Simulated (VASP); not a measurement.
# MgS in VASP: single point with PBE

Aim: the single point of MgS with PBE.

All numbers are computed with VASP 6.6.1; they aren't measurements. Logs are shortened: lines on timing, memory, paths and dates and some standing lists are left out, and cuts for length are marked.

### Step 1. The cell of the first run

The cell holds a slab with vacuum, 24 atoms: a = 14.792 Å, b = 3.698 Å, c = 19.845 Å, α = 90.00°, β = 90.00°, γ = 90.00°.

### Step 2. Single point, PBE

INCAR reads:

```
PREC     = Accurate       # precision mode
ENCUT    = 520            # plane-wave cutoff, eV
EDIFF    = 1E-6           # SCF threshold, eV
ISMEAR   = 0              # smearing method
SIGMA    = 0.05           # smearing width, eV
LREAL    = Auto         
LASPH    = T              # aspherical terms in the spheres
NELM     = 100            # most SCF steps
ALGO     = Normal         # electronic algorithm
ISIF     = 2              # what is computed and relaxed
LWAVE    = F              # write WAVECAR
LCHARG   = T              # write CHGCAR
LDIPOL   = T            
IDIPOL   = 3            
DIPOL    = 0.5 0.5 0.207
GGA      = PE             # functional
LELF     = T              # ELF
LVHAR    = T            
LVACPOTAV= T            
NBANDS   = 66             # bands
```

KPOINTS reads:

```
Automatic mesh
0
Gamma
  2 6 1
```

POSCAR reads:

```
MgS
1.0
   14.7918686536      0.0000000000      0.0000000000
    0.0000000000      3.6979671634      0.0000000000
    0.0000000000      0.0000000000     19.8445729735
Mg S
12 12
Direct
    0.0000000000      0.0000000000      0.0755874164
    0.1250000000      0.5000000000      0.2085235474
    0.2500000000      1.0000000000      0.0755874164
    0.3750000000      0.5000000000      0.2085235474
    0.5000000000      1.0000000000      0.0755874164
    0.6250000000      0.5000000000      0.2085235474
    0.7500000000      0.0000000000      0.0755874164
    0.8750000000      0.5000000000      0.2085235474
    0.0000000000      0.0000000000      0.3322096888
    0.2500000000      1.0000000000      0.3322096888
    0.5000000000      1.0000000000      0.3322096888
    0.7500000000      0.0000000000      0.3322096888
    0.0000000000      0.0000000000      0.2053457190
    0.1250000000      0.5000000000      0.0755874164
    0.2500000000      1.0000000000      0.2053457190
    0.3750000000      0.5000000000      0.0755874164
    0.5000000000      1.0000000000      0.2053457190
    0.6250000000      0.5000000000      0.0755874164
    0.7500000000      0.0000000000      0.2053457190
    0.8750000000      0.5000000000      0.0755874164
    0.1250000000      0.5000000000      0.3420140682
    0.3750000000      0.5000000000      0.3420140682
    0.6250000000      0.5000000000      0.3420140682
    0.8750000000      0.5000000000      0.3420140682
```

Potentials or basis: VASP PAW PBE potentials, release 64 (Mg, S).

Launch:

```sh
$ cat potpaw_PBE.64/Mg/POTCAR potpaw_PBE.64/S/POTCAR > POTCAR
$ mpirun -np 1 vasp_std > vasp.out
```

OUTCAR:

```text
PREC = Accurate
   ENCUT = 520
   EDIFF = 1E-6
   ISMEAR = 0
   LREAL = Auto
   LASPH = T
   NELM = 100
   ISIF = 2
   GGA = PE

 ion  position               nearest neighbor table
   1  0.000  0.000  0.076-  13 2.57  14 2.61  20 2.61  14 2.61  20 2.61
   2  0.125  0.500  0.209-  13 2.62  15 2.62  13 2.62  15 2.62  14 2.64  21 2.65   9 3.59  10 3.59
                             9 3.59  10 3.59
   3  0.250  0.000  0.076-  15 2.57  14 2.61  16 2.61  14 2.61  16 2.61
   4  0.375  0.500  0.209-  15 2.62  17 2.62  15 2.62  17 2.62  16 2.64  22 2.65  10 3.59  11 3.59
                            10 3.59  11 3.59
   5  0.500  0.000  0.076-  17 2.57  16 2.61  18 2.61  16 2.61  18 2.61
   6  0.625  0.500  0.209-  17 2.62  19 2.62  17 2.62  19 2.62  18 2.64  23 2.65  11 3.59  12 3.59
                            11 3.59  12 3.59
   7  0.750  0.000  0.076-  19 2.57  18 2.61  20 2.61  18 2.61  20 2.61
   8  0.875  0.500  0.209-  13 2.62  19 2.62  13 2.62  19 2.62  20 2.64  24 2.65   9 3.59  12 3.59
                             9 3.59  12 3.59
   9  0.000  0.000  0.332-  13 2.52  21 2.62  24 2.62  21 2.62  24 2.62   2 3.59   8 3.59   8 3.59
                             2 3.59
  10  0.250  0.000  0.332-  15 2.52  21 2.62  22 2.62  21 2.62  22 2.62   2 3.59   4 3.59   4 3.59
                             2 3.59
  11  0.500  0.000  0.332-  17 2.52  22 2.62  23 2.62  22 2.62  23 2.62   4 3.59   6 3.59   6 3.59
                             4 3.59
  12  0.750  0.000  0.332-  19 2.52  23 2.62  24 2.62  23 2.62  24 2.62   6 3.59   8 3.59   8 3.59
                             6 3.59
  13  0.000  0.000  0.205-   9 2.52   1 2.57   8 2.62   2 2.62   2 2.62   8 2.62
  14  0.125  0.500  0.076-   1 2.61   3 2.61   1 2.61   3 2.61   2 2.64
  15  0.250  0.000  0.205-  10 2.52   3 2.57   4 2.62   2 2.62   2 2.62   4 2.62
  16  0.375  0.500  0.076-   3 2.61   5 2.61   3 2.61   5 2.61   4 2.64
  17  0.500  0.000  0.205-  11 2.52   5 2.57   6 2.62   4 2.62   4 2.62   6 2.62
  18  0.625  0.500  0.076-   5 2.61   7 2.61   5 2.61   7 2.61   6 2.64
  19  0.750  0.000  0.205-  12 2.52   7 2.57   8 2.62   6 2.62   6 2.62   8 2.62
  20  0.875  0.500  0.076-   1 2.61   7 2.61   1 2.61   7 2.61   8 2.64
  21  0.125  0.500  0.342-   9 2.62  10 2.62   9 2.62  10 2.62   2 2.65
  22  0.375  0.500  0.342-  10 2.62  11 2.62  10 2.62  11 2.62   4 2.65
  23  0.625  0.500  0.342-  11 2.62  12 2.62  11 2.62  12 2.62   6 2.65
  24  0.875  0.500  0.342-   9 2.62  12 2.62   9 2.62  12 2.62   8 2.65

  LATTYP: Found a simple orthorhombic cell.
 ALAT       =     3.6979671634
 B/A-ratio  =     4.0000000000
 C/A-ratio  =     5.3663464538

  Lattice vectors:

 A1 = (   0.0000000000,  -3.6979671634,   0.0000000000)
 A2 = (  14.7918686536,   0.0000000000,   0.0000000000)
 A3 = (   0.0000000000,   0.0000000000,  19.8445729735)

Analysis of symmetry for initial positions (statically):
=====================================================================
 Subroutine PRICEL returns following result:

  LATTYP: Found a simple tetragonal cell.
 ALAT       =     3.6979671634
 C/A-ratio  =     5.3663464538

  Lattice vectors:

 A1 = (   3.6979671634,   0.0000000000,   0.0000000000)
 A2 = (   0.0000000000,   3.6979671634,   0.0000000000)
 A3 = (   0.0000000000,   0.0000000000,  19.8445729735)

   4 primitive cells build up your supercell.

 Routine SETGRP: Setting up the symmetry group for a
 simple orthorhombic supercell.

 Subroutine GETGRP returns: Found  4 space group operations
 (whereof  4 operations were pure point group operations)
 out of a pool of  8 trial point group operations.

The static configuration has the point symmetry C_2v.

Analysis of symmetry for dynamics (positions and initial velocities):
=====================================================================
 Subroutine PRICEL returns following result:

  LATTYP: Found a simple tetragonal cell.
 ALAT       =     3.6979671634
 C/A-ratio  =     5.3663464538

  Lattice vectors:

 A1 = (   3.6979671634,   0.0000000000,   0.0000000000)
 A2 = (   0.0000000000,   3.6979671634,   0.0000000000)
 A3 = (   0.0000000000,   0.0000000000,  19.8445729735)

   4 primitive cells build up your supercell.

 Routine SETGRP: Setting up the symmetry group for a
 simple orthorhombic supercell.

 Subroutine GETGRP returns: Found  4 space group operations
 (whereof  4 operations were pure point group operations)
 out of a pool of  8 trial point group operations.

The dynamic configuration has the point symmetry C_2v.

 Subroutine INISYM returns: Found  4 space group operations
 (whereof  4 operations are pure point group operations),
 and found     4 'primitive' translations

----------------------------------------------------------------------------------------

                                     Primitive cell

  volume of cell :     271.3738

  direct lattice vectors                    reciprocal lattice vectors
     3.697967163  0.000000000  0.000000000     0.270418843  0.000000000  0.000000000
     0.000000000  3.697967163  0.000000000     0.000000000  0.270418843  0.000000000
     0.000000000  0.000000000 19.844572974     0.000000000  0.000000000  0.050391611

  length of vectors
     3.697967163  3.697967163 19.844572974     0.270418843  0.270418843  0.050391611

  position of ions in fractional coordinates (direct lattice)
     0.000000000  0.000000000  0.075587416
     0.500000000  0.500000000  0.208523547
     0.000000000  0.000000000  0.332209689
     0.000000000  0.000000000  0.205345719
     0.500000000  0.500000000  0.075587416
     0.500000000  0.500000000  0.342014068

  ion indices of the primitive-cell ions
   primitive index   ion index
                 1           1
                 2           2
                 3           9
                 4          13
                 5          14
                 6          21

----------------------------------------------------------------------------------------

 KPOINTS: Automatic mesh

Automatic generation of k-mesh.
 Grid dimensions read from file:
 generate k-points for:    2    6    1

 Generating k-lattice:

  Cartesian coordinates                     Fractional coordinates (reciprocal lattice)
     0.033802355  0.000000000  0.000000000     0.500000000  0.000000000  0.000000000
     0.000000000  0.045069807  0.000000000     0.000000000  0.166666667  0.000000000
     0.000000000  0.000000000  0.050391611     0.000000000  0.000000000  1.000000000

  Length of vectors
     0.033802355  0.045069807  0.050391611

  Shift w.r.t. Gamma in fractional coordinates (k-lattice)
     0.000000000  0.000000000  0.000000000

 Subroutine IBZKPT returns following result:
 ===========================================

 Found      8 irreducible k-points:

 Following reciprocal coordinates:
            Coordinates               Weight
  0.000000  0.000000  0.000000      1.000000
  0.500000  0.000000  0.000000      1.000000
  0.000000  0.166667  0.000000      2.000000
  0.500000  0.166667  0.000000      2.000000
  0.000000  0.333333  0.000000      2.000000
  0.500000  0.333333  0.000000      2.000000
  0.000000  0.500000  0.000000      1.000000
  0.500000  0.500000  0.000000      1.000000
   k-points           NKPTS =      8   k-points in BZ     NKDIM =      8   number of bands    NBANDS=     66
   number of dos      NEDOS =    301   number of ions     NIONS =     24
   total plane-waves  NPLWV = 470400
   dimension x,y,z NGX =   112 NGY =   28 NGZ =  150
   dimension x,y,z NGXF=   224 NGYF=   56 NGZF=  300
   ions per type =              12  12
   NGX,Y,Z   is equivalent  to a cutoff of  12.59, 12.59, 12.57 a.u.
   NGXF,Y,Z  is equivalent  to a cutoff of  25.18, 25.18, 25.13 a.u.
 SYSTEM =  unknown system
   PREC   = accura    normal or accurate (medium, high low for compatibility)
   ISTART =      0    job   : 0-new  1-cont  2-samecut
   ICHARG =      2    charge: 1-file 2-atom 10-const
   ISPIN  =      1    spin polarized calculation?
   LNONCOLLINEAR =      F non collinear calculations
   LSORBIT =      F    spin-orbit coupling
   LASPH  =      T    aspherical Exc in radial PAW
   ENCUT  =  520.0 eV  38.22 Ry    6.18 a.u.  27.50  6.88 36.90*2*pi/ulx,y,z
   NELM   =    100;   NELMIN=  2; NELMDL= -5     # of ELM steps
   EDIFF  = 0.1E-05   stopping-criterion for ELM
   LREAL  =      T    real-space projection
   EDIFFG = 0.1E-04   stopping-criterion for IOM
   NSW    =      0    number of steps for IOM
[... 5 lines left out ...]
   TEBEG  =    0.0;   TEEND  =   0.0 temperature during run
   PSTRESS=    0.0 pullay stress
   NELECT =      96.0000    total number of electrons
   NUPDOWN=      -1.0000    fix difference up-down
   EMIN   =  10.00;   EMAX   =-10.00  energy-range for DOS
   EFERMI =   0.00;   METHOD = LEGACY
   ISMEAR =     0;   SIGMA  =   0.05  broadening in eV -4-tet -1-fermi 0-gaus
   EFERMI_NEDOS =   21; number of points for ismear=-14 and -15
   IALGO  =     38    algorithm
   IMIX   =      4    mixing-type and parameters
     AMIX     =   0.40;   BMIX     =  1.00
     AMIX_MAG =   1.60;   BMIX_MAG =  1.00
  volume/ion in A,a.u.               =      45.23       305.22
  Fermi-wavevector in a.u.,A,eV,Ry     =   0.729384  1.378335  7.238304  0.532000
  Thomas-Fermi vector in A             =   1.821092
   LORBIT       =      0    0 simple, 1 ext, 2 COOP (PROOUT), +10 PAW based schemes
   GGA     = PE    functional components
   LHFCALC =     F    Hartree Fock is set to
   AEXX    =    0.0000 exact exchange contribution
   IVDW    =     0    specifies the selected vdW correction
   LEPSILON=     F    determine dielectric tensor
   LRPA    =     F    only Hartree local field effects (RPA)
 non-spin polarized calculation
 Gauss-broadening in eV      SIGMA  =   0.05
  energy-cutoff  :      520.00
  volume of cell :     1085.50
 maximum number of plane-waves:     29300
 NGX is ok and might be reduce to   112
   NGX = 55   NGY = 13   NGZ = 73

 number of electron      96.0000013 magnetization

 dipolmoment           0.000000      0.000000      0.189418 electrons x Angstroem

 Free energy of the ion-electron system (eV)
  ---------------------------------------------------
  ext. energy  EPLUGINS =         0.00000000
  ---------------------------------------------------
  free energy    TOTEN  =       -98.99468041 eV

  energy without entropy =      -98.99468041  energy(sigma->0) =      -98.99468041

 E-fermi :  -1.6182     XC(G=0):  -4.4943

 val. band max:       -1.8425359251   @ k =   0.0000   0.1667   0.0000
 cond. band min:       0.7636480027   @ k =   0.0000   0.5000   0.0000
 fundamental gap:      2.6061839279
 Fermi energy:        -1.6182434763

 k-point     1 :       0.0000    0.0000    0.0000
  band No.  band energies     occupation
      1     -13.9777      2.00000
      2     -13.6373      2.00000
      3     -13.6373      2.00000
      4     -13.2128      2.00000
      5     -13.0987      2.00000
      6     -12.9670      2.00000
[... 493 lines left out ...]
     59       3.8270      0.00000
     60       3.8270      0.00000
 [bands above 60 left out]

------------------------ aborting loop because EDIFF is reached ----------------------------------------

  FORCE on cell =-STRESS in cart. coord.  units (eV):
  Direction    XX          YY          ZZ          XY          YZ          ZX
  --------------------------------------------------------------------------------------
  -------------------------------------------------------------------------------------
  Total      -11.4964446    -11.4131061     -0.7385743      0.0000000      0.0000000      0.0000000
  in kB      -16.9686105    -16.8456039     -1.0901266      0.0000000      0.0000000      0.0000000
  external PRESSURE =     -11.6347803 kB  Pullay stress =       0.0000000 kB

 VOLUME and BASIS-vectors are now :
 -----------------------------------------------------------------------------
  energy-cutoff  :      520.00
  volume of cell :     1085.50
      direct lattice vectors                 reciprocal lattice vectors
    14.791868654  0.000000000  0.000000000     0.067604711  0.000000000  0.000000000
     0.000000000  3.697967163  0.000000000     0.000000000  0.270418843  0.000000000
     0.000000000  0.000000000 19.844572974     0.000000000  0.000000000  0.050391611

 POSITION                                       TOTAL-FORCE (eV/Angst)
 -----------------------------------------------------------------------------------
      0.00000      0.00000      1.50000        -0.000000     -0.000000      0.529771
      1.84898      1.84898      4.13806        -0.000000      0.000000      0.013503
      3.69797      0.00000      1.50000        -0.000000     -0.000000      0.529771
      5.54695      1.84898      4.13806         0.000000     -0.000000      0.013503
      7.39593      0.00000      1.50000        -0.000000      0.000000      0.529771
      9.24492      1.84898      4.13806        -0.000000      0.000000      0.013503
[... 16 lines left out ...]
      9.24492      1.84898      6.78712        -0.000000      0.000000     -0.011406
     12.94289      1.84898      6.78712        -0.000000     -0.000000     -0.011406
 -----------------------------------------------------------------------------------
    total drift:                               -0.000000     -0.000000     -0.010261

  FREE ENERGIE OF THE ION-ELECTRON SYSTEM (eV)
  ---------------------------------------------------
  free  energy   TOTEN  =       -98.9946804098 eV

  energy  without entropy=      -98.9946804098  energy(sigma->0) =      -98.99468041

 vacuum level on the upper side and lower side of the slab         3.798         3.168
```

Run time: 54 min. Hardware: 1 thread of Intel Xeon 8259CL, shared host; peak memory 1.1 GiB.

Results:

| Quantity | Value |
| --- | --- |
| Free energy | -98.9947 eV |
| Largest force | 0.530 eV/Å |
| Band gap on the k mesh | 2.61 eV |

Forces on the atoms (eV/Å):
```
Mg   0.000  0.000  0.530
Mg   0.000  0.000  0.014
Mg   0.000  0.000  0.530
Mg   0.000  0.000  0.014
Mg   0.000  0.000  0.530
Mg   0.000  0.000  0.014
Mg   0.000  0.000  0.530
Mg   0.000  0.000  0.014
Mg   0.000  0.000 -0.035
Mg   0.000  0.000 -0.035
Mg   0.000  0.000 -0.035
Mg   0.000  0.000 -0.035
S    0.000  0.000  0.016
S    0.000  0.000 -0.513
S    0.000  0.000  0.016
S    0.000  0.000 -0.513
S    0.000  0.000  0.016
S    0.000  0.000 -0.513
S    0.000  0.000  0.016
S    0.000  0.000 -0.513
S    0.000  0.000 -0.011
S    0.000  0.000 -0.011
S    0.000  0.000 -0.011
S    0.000  0.000 -0.011
```
